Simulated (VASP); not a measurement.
# SbH (P2_1/m) in VASP: a series of runs

SbH is run at these levels: PBE; tasks: single point, relaxation of cell and atoms.

Program: VASP 6.6.1. These are calculated values, not measurements. Logs are shortened: lines on timing, memory, paths and dates and some standing lists are left out, and cuts for length are marked.

## Step 1: The cell of the first run

The typed cell holds 4 atoms: a = 4.865 Å, b = 3.636 Å, c = 4.058 Å, α = 90.00°, β = 89.99°, γ = 90.00°.

## Step 2: Single point, PBE

Contents of INCAR:

```
SYSTEM = SbH
PREC = Accurate
ENCUT = 520
EDIFF = 1E-6
ISMEAR = 0
SIGMA = 0.1
LREAL = .FALSE.
LASPH = .TRUE.
NELM = 100
ALGO = Normal
ISIF = 2
LWAVE = .FALSE.
LCHARG = .FALSE.
GGA = PE
NBANDS = 14
```

Contents of KPOINTS:

```
Automatic mesh
0
G
  10 10 6
  0 0 0
```

Contents of POSCAR:

```
SbH
1.0
    4.8651588407      0.0000000000      0.0222390674
    0.0000000000      3.6359679299      0.0000000000
   -0.0176380248      0.0000000000      4.0583521209
Sb H
2 2
Direct
    0.8329360911      0.7500000000      0.7499436674
    0.1670639089      0.2500000000      0.2500563326
    0.3614636981      0.7500000000      0.2499569503
    0.6385363019      0.2500000000      0.7500430497
```

Potentials or basis: VASP PAW PBE potentials, release 64 (Sb, H).

Run with:

```console
cat potpaw_PBE.64/Sb/POTCAR potpaw_PBE.64/H/POTCAR > POTCAR
mpirun -np 1 vasp_std > vasp.out
```

OUTCAR:

```text
SYSTEM = SbH
   PREC = Accurate
   ENCUT = 520
   EDIFF = 1E-6
   ISMEAR = 0
   LREAL = .FALSE.
   LASPH = .TRUE.
   NELM = 100
   ISIF = 2
   GGA = PE

 ion  position               nearest neighbor table
   1  0.833  0.750  0.750-   4 2.05   4 2.05   2 3.17   2 3.17   2 3.17   2 3.17
   2  0.167  0.250  0.250-   3 2.05   3 2.05   1 3.17   1 3.17   1 3.17   1 3.17
   3  0.361  0.750  0.250-   2 2.05   2 2.05
   4  0.639  0.250  0.750-   1 2.05   1 2.05

  LATTYP: Found a simple monoclinic cell.
 ALAT       =     4.0583904491
 B/A-ratio  =     0.8959137805
 C/A-ratio  =     1.1988027593
 COS(beta)  =    -0.0002249781

  Lattice vectors:

 A1 = (  -0.0176380248,   0.0000000000,   4.0583521209)
 A2 = (   0.0000000000,   3.6359679299,   0.0000000000)
 A3 = (  -4.8651588407,   0.0000000000,  -0.0222390674)

Analysis of symmetry for initial positions (statically):
=====================================================================
 Subroutine PRICEL returns:
 Original cell was already a primitive cell.

 Routine SETGRP: Setting up the symmetry group for a
 simple monoclinic supercell.

 Subroutine GETGRP returns: Found  4 space group operations
 (whereof  2 operations were pure point group operations)
 out of a pool of  4 trial point group operations.

The static configuration has the point symmetry S_2 .
 The point group associated with its full space group is C_2h.

Analysis of symmetry for dynamics (positions and initial velocities):
=====================================================================
 Subroutine PRICEL returns:
 Original cell was already a primitive cell.

 Routine SETGRP: Setting up the symmetry group for a
 simple monoclinic supercell.

 Subroutine GETGRP returns: Found  4 space group operations
 (whereof  2 operations were pure point group operations)
 out of a pool of  4 trial point group operations.

The dynamic configuration has the point symmetry S_2 .
 The point group associated with its full space group is C_2h.

 Subroutine INISYM returns: Found  4 space group operations
 (whereof  2 operations are pure point group operations),
 and found     1 'primitive' translations

----------------------------------------------------------------------------------------

                                     Primitive cell

  volume of cell :      71.7919

  direct lattice vectors                    reciprocal lattice vectors
     4.865158841  0.000000000  0.022239067     0.205539052  0.000000000  0.000893294
     0.000000000  3.635967930  0.000000000     0.000000000  0.275029929  0.000000000
    -0.017638025  0.000000000  4.058352121    -0.001126318  0.000000000  0.246400535
[... 104 lines left out ...]
   EFERMI_NEDOS =   21; number of points for ismear=-14 and -15
   IALGO  =     38    algorithm
   IMIX   =      4    mixing-type and parameters
     AMIX     =   0.40;   BMIX     =  1.00
     AMIX_MAG =   1.60;   BMIX_MAG =  1.00
  volume/ion in A,a.u.               =      17.95       121.12
  Fermi-wavevector in a.u.,A,eV,Ry     =   0.901800  1.704154 11.064840  0.813243
  Thomas-Fermi vector in A             =   2.024925
   LORBIT       =      0    0 simple, 1 ext, 2 COOP (PROOUT), +10 PAW based schemes
   GGA     = PE    functional components
   LHFCALC =     F    Hartree Fock is set to
   AEXX    =    0.0000 exact exchange contribution
   IVDW    =     0    specifies the selected vdW correction
   LEPSILON=     F    determine dielectric tensor
   LRPA    =     F    only Hartree local field effects (RPA)
 non-spin polarized calculation
 Gauss-broadening in eV      SIGMA  =   0.10
  energy-cutoff  :      520.00
  volume of cell :       71.79
 maximum number of plane-waves:      1956
   NGX = 19   NGY = 13   NGZ = 15

 number of electron      11.9999997 magnetization

 Free energy of the ion-electron system (eV)
  ---------------------------------------------------
  ext. energy  EPLUGINS =         0.00000000
  ---------------------------------------------------
  free energy    TOTEN  =       -12.98613864 eV

  energy without entropy =      -12.97659837  energy(sigma->0) =      -12.98136851

 E-fermi :   5.8230     XC(G=0):  -9.3138

 val. band max:        5.8106764041   @ k =   0.5000   0.5000   0.1667
 cond. band min:       5.8249407602   @ k =   0.2000   0.4000   0.1667
 fundamental gap:      0.0142643561
 Fermi energy:         5.8229796463

 k-point     1 :       0.0000    0.0000    0.0000
  band No.  band energies     occupation
      1      -6.6015      2.00000
      2      -2.3325      2.00000
      3       1.3148      2.00000
      4       3.6494      2.00000
      5       4.9862      2.00000
      6       5.2381      2.00000
      7       6.9369      0.00000
      8       9.2330      0.00000
      9       9.6555      0.00000
     10       9.7756      0.00000
     11      11.6257      0.00000
     12      12.6947      0.00000
     13      12.7884      0.00000
     14      13.7043      0.00000
[... 377 lines left out ...]
      1      -4.9800      2.00000
      2      -3.0653      2.00000
      3       0.1139      2.00000
      4       1.8807      2.00000
      5       4.8955      2.00000
      6       5.1076      2.00000
      7       6.6382      0.00000
      8       7.6381      0.00000
      9       9.4961      0.00000
     10      11.1195      0.00000
     11      12.2698      0.00000
     12      12.9897      0.00000
     13      14.0840      0.00000
     14      14.5416      0.00000

 [... further k-points ...]

------------------------ aborting loop because EDIFF is reached ----------------------------------------

  FORCE on cell =-STRESS in cart. coord.  units (eV):
  Direction    XX          YY          ZZ          XY          YZ          ZX
  --------------------------------------------------------------------------------------
  -------------------------------------------------------------------------------------
  Total       -0.0285676     -0.0133868     -0.0398431      0.0000000      0.0000000     -0.0042318
  in kB       -0.6375418     -0.2987536     -0.8891782      0.0000000      0.0000000     -0.0944419
  external PRESSURE =      -0.6084912 kB  Pullay stress =       0.0000000 kB

 VOLUME and BASIS-vectors are now :
 -----------------------------------------------------------------------------
  energy-cutoff  :      520.00
  volume of cell :       71.79
      direct lattice vectors                 reciprocal lattice vectors
     4.865158841  0.000000000  0.022239067     0.205539052  0.000000000  0.000893294
     0.000000000  3.635967930  0.000000000     0.000000000  0.275029929  0.000000000
    -0.017638025  0.000000000  4.058352121    -0.001126318  0.000000000  0.246400535

 POSITION                                       TOTAL-FORCE (eV/Angst)
 -----------------------------------------------------------------------------------
      4.03914      2.72698      3.06206         0.006823      0.000000      0.002645
      0.80838      0.90899      1.01853        -0.006823     -0.000000     -0.002645
      1.75417      2.72698      1.02245         0.005000      0.000000      0.000191
      3.09335      0.90899      3.05814        -0.005000      0.000000     -0.000191
 -----------------------------------------------------------------------------------
    total drift:                                0.000000      0.000000      0.000000

  FREE ENERGIE OF THE ION-ELECTRON SYSTEM (eV)
  ---------------------------------------------------
  free  energy   TOTEN  =       -12.9861386411 eV

  energy  without entropy=      -12.9765983725  energy(sigma->0) =      -12.98136851
```

stdout:

```text
POSCAR found type information on POSCAR SbH
 POSCAR found :  2 types and       4 ions
 scaLAPACK will be used
 LDA part: xc-table for (Slater+PW92), standard interpolation
 POSCAR, INCAR and KPOINTS ok, starting setup
 FFT: planning ... GRIDC
 FFT: planning ... GRID_SOFT
 FFT: planning ... GRID
 WAVECAR not read
 entering main loop
```

Wall time 92 s (1 thread of Intel Xeon Platinum 8259CL at 2.50GHz (Skylake/Cascade Lake), shared host); peak memory 0.3 GiB.

What came out:

```yaml
Free_energy: -12.9861 eV
Pressure: -0.1 GPa
Largest_force: 0.007 eV/Å
Band_gap_on_the_k_mesh: zero (bands 6 and 7 overlap by 2.97 eV)
```

Forces in eV/Å, atoms in the order of the input:
```
Sb   0.007  0.000  0.003
Sb  -0.007  0.000 -0.003
H    0.005  0.000  0.000
H   -0.005  0.000  0.000
```

Caveat: spin-orbit coupling is left out, which moves the levels of the heavy elements.

## Step 3: Relaxation of cell and atoms, PBE

This run uses another cell than the first one, of 16.94 Å³/atom.

Contents of INCAR:

```
PREC = Accurate
ENCUT = 600
EDIFF = 1E-6
ISMEAR = 0
SIGMA = 0.1
LREAL = F
LASPH = T
NELM = 100
ALGO = Normal
ISIF = 3
LWAVE = F
LCHARG = F
GGA = PE
IBRION = 2
NSW = 90
EDIFFG = -0.025
```

Contents of KPOINTS:

```
regular mesh
0
Gamma
  10 10 6
```

Contents of POSCAR:

```
SbH
1.0
    3.6013306400      0.0000000000      0.0144889693
    0.0000000000      3.4292518801      0.0000000000
   -0.0260551171      0.0000000000      5.4877869241
Sb H
2 2
Direct
    0.8954217809      0.7500000000      0.7498060633
    0.1045782191      0.2500000000      0.2501939367
    0.3774218413      0.7500000000      0.2499643393
    0.6225781587      0.2500000000      0.7500356607
```

Potentials or basis: VASP PAW PBE potentials, release 64 (Sb, H).

Run with:

```console
cat potpaw_PBE.64/Sb/POTCAR potpaw_PBE.64/H/POTCAR > POTCAR
mpirun -np 1 vasp_std > vasp.out
```

Wall time 48 min (1 thread of Intel Xeon Platinum 8259CL at 2.50GHz (Skylake/Cascade Lake), shared host); peak memory 0.36 GiB.

Results (log left out):

| Quantity | Value |
| --- | --- |
| Free energy | -12.9758 eV |
| Relaxed volume | 17.40 Å³/atom |
| Relaxed cell | a = 4.714 Å, b = 3.619 Å, c = 4.081 Å, α = 90.00°, β = 90.05°, γ = 90.00° |
| Space group after relaxing (to 0.1 Å) | Pmmn (No. 59) |
| Energy gained by relaxing | 29.8 meV/atom |
| Ionic steps | 56 |
| Pressure after relaxing | 0.1 GPa |
| Largest force after relaxing | 0.017 eV/Å |
| Band gap on the k mesh | zero (bands 6 and 7 overlap by 3.29 eV) |

Forces on the atoms (eV/Å):
```
Sb   0.013  0.000 -0.003
Sb  -0.013  0.000  0.003
H   -0.017  0.000  0.000
H    0.017  0.000  0.000
```

Stress tensor (GPa, compression positive):
```
0.01 0.00 0.02
0.00 0.20 0.00
0.02 0.00 0.13
```

Step by step:
```csv
step,energy change (eV),largest force (eV/Å),pressure (GPa),volume (Å³)
1,0.0000,0.1220,1.24,67.77
3,-0.0099,0.0608,-0.24,69.04
5,-0.0138,0.0764,-0.09,68.35
7,-0.0151,0.0864,0.01,67.75
9,-0.0169,0.0404,0.40,67.39
11,-0.0185,0.0292,-0.28,68.20
13,-0.0199,0.0312,-0.16,68.08
15,-0.0297,0.0990,-0.41,68.45
17,-0.0349,0.0927,0.28,67.76
19,-0.0378,0.0369,0.31,67.71
21,-0.0396,0.0407,0.05,68.05
23,-0.0406,0.0430,0.06,68.36
25,-0.0412,0.0288,-0.01,68.60
27,-0.0420,0.0169,-0.17,69.06
29,-0.0458,0.0306,-0.32,69.34
31,-0.0604,0.2132,-0.94,70.28
33,-0.0607,0.1972,-0.88,70.19
35,-0.0630,0.2233,-0.93,70.22
37,-0.0689,0.3523,-1.09,70.13
39,-0.0781,0.3958,-0.98,69.46
41,-0.0863,0.3679,-0.69,68.92
43,-0.0972,0.0608,2.14,65.64
45,-0.1102,0.0641,0.45,67.37
47,-0.1126,0.0234,0.07,67.89
49,-0.1143,0.0540,-0.03,69.32
51,-0.1156,0.0412,-0.02,68.86
53,-0.1181,0.0409,-0.08,69.44
55,-0.1187,0.0193,0.18,69.40
56,-0.1191,0.0168,0.11,69.62
```

Final structure:
```
CELL_PARAMETERS angstrom
4.71432 0.00000 0.01766
0.00000 3.61862 0.00000
-0.01915 0.00000 4.08090
ATOMIC_POSITIONS crystal
Sb 0.82838 0.75000 0.74993
Sb 0.17162 0.25000 0.25007
H 0.37863 0.75000 0.25036
H 0.62137 0.25000 0.74964
```

Levels at points of the mesh, in eV from the Fermi level:
```tsv
k point	band 4	band 5	band 6	band 7	band 8	band 9
(0.00, 0.00, 0.00)	-2.35	-0.90	-0.58	1.02	3.51	3.99
(0.50, 0.00, 0.00)	-1.75	-1.53	-0.01	1.47	1.76	2.53
(0.00, 0.50, 0.00)	-4.77	-1.30	-1.30	0.42	0.42	4.59
(0.50, 0.50, 0.00)	-6.53	0.54	0.54	0.71	0.71	3.25
(0.00, 0.00, 0.50)	-3.43	-0.82	-0.81	1.38	1.38	3.25
(0.50, 0.00, 0.50)	-5.51	1.58	1.59	1.62	1.63	4.16
(0.00, 0.50, 0.50)	-6.68	-0.63	-0.63	-0.05	-0.05	2.81
(0.50, 0.50, 0.50)	-6.10	-2.91	-2.91	-1.70	-1.70	6.97
```

Caveat: a cell axis changed by over 15 % at a fixed basis, so the end point is rough; spin-orbit coupling is left out, which moves the levels of the heavy elements.
